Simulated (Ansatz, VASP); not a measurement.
InAs in VASP and in Ansatz

```
In As
1.0
     0.00000    3.05509    3.05509
     3.05509    0.00000    3.05509
     3.05509    3.05509    0.00000
In As
1 1
Direct
  0.00000 0.00000 0.00000
  0.75000 0.75000 0.75000
```

Alike in both runs: task single point; functional r2SCAN; k mesh 10 × 10 × 10; occupations gaussian, width 0.03 eV; no spin polarisation.

|  | VASP | Ansatz |
| --- | --- | --- |
| version | VASP 6.6.1 | Ansatz 0.2.0 |
| potentials or method | VASP PAW PBE potentials, release 64 (In_d, As), cutoff 520 eV | scalar-relativistic, plane waves, PAW |
| valence electrons in the cell | 18 | 28 |

|  | VASP | Ansatz | Ansatz less VASP |
| --- | --- | --- | --- |
| gap on the k mesh at the Fermi level (eV) | 0.08 | 0.08 | +0.002 |
| least direct gap on the mesh (eV) | 0.08 | 0.08 | +0.002 |
| pressure (GPa) | 0.0 | 0.0 | 0.00 |

VASP's potentials were made for PBE, not for r2SCAN. VASP's potentials hold 18 valence electrons a cell and Ansatz's 28, so a difference there can come from the potentials and not from the codes.
